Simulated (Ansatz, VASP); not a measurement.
PbS: VASP beside Ansatz

The input INCAR:

```
SYSTEM = PbS
  ALGO = Normal
  EDIFF = 1E-6
  ENCUT = 520
  GGA = CA
  ISIF = 2
  ISMEAR = -1
  LASPH = .TRUE.
  LCHARG = .FALSE.
  LREAL = .FALSE.
  LWAVE = .FALSE.
  NBANDS = 17
  NELM = 60
  PREC = Accurate
  SIGMA = 0.05
```

Contents of KPOINTS:

```
k-points
0
G
  8 8 8
  0 0 0
```

POSCAR

```
PbS
1.0
    0.0000000000      3.0239167281      3.0239167281
    3.0239167281      0.0000000000      3.0239167281
    3.0239167281      3.0239167281      0.0000000000
Pb S
1 1
Direct
    0.0000000000      0.0000000000      0.0000000000
    0.5000000000      0.5000000000      0.5000000000
```

File input.yaml:

```yaml
crystal:
  lattice:
    - [0.0, 3.0239167281, 3.0239167281]
    - [3.0239167281, 0.0, 3.0239167281]
    - [3.0239167281, 3.0239167281, 0.0]
  atoms:
    - { symbol: Pb, position: [0.0, 0.0, 0.0] }
    - { symbol: S, position: [0.5, 0.5, 0.5] }
hamiltonian:
  xc: lda
  pseudopotentials: { kind: paw, xc_functional: lda, accuracy: standard }
kpoints:
  mp_grid: { grid: [8, 8, 8] }
scf:
  occupations: { method: fermi_dirac, width: 0.05 }
output:
  forces: true
  stress: true
  eigenvalues: true
```

Alike in both runs: task single point; functional LDA; k mesh 8 × 8 × 8; occupations fermi-dirac, width 0.05 eV; no spin polarisation.

|  | VASP | Ansatz |
| --- | --- | --- |
| version | VASP 6.6.1 | Ansatz 0.2.0 |
| potentials or method | VASP PAW LDA potentials, release 64 (Pb_d, S) | JTH PAW LDA |
| plane-wave cutoff (eV) | 520 | 1800 |
| valence electrons in the cell | 20 | 20 |

|  | VASP | Ansatz | Ansatz less VASP |
| --- | --- | --- | --- |
| gap on the k mesh at the Fermi level (eV) | 0.40 | 0.42 | +0.020 |
| least direct gap on the mesh (eV) | 0.40 | 0.42 | +0.020 |
| pressure (GPa) | -5.3 | -5.3 | +0.03 |

LDA's correlation is that of Perdew and Zunger in VASP and of Perdew and Wang (1992) in Ansatz.

Spin-orbit coupling is off throughout.
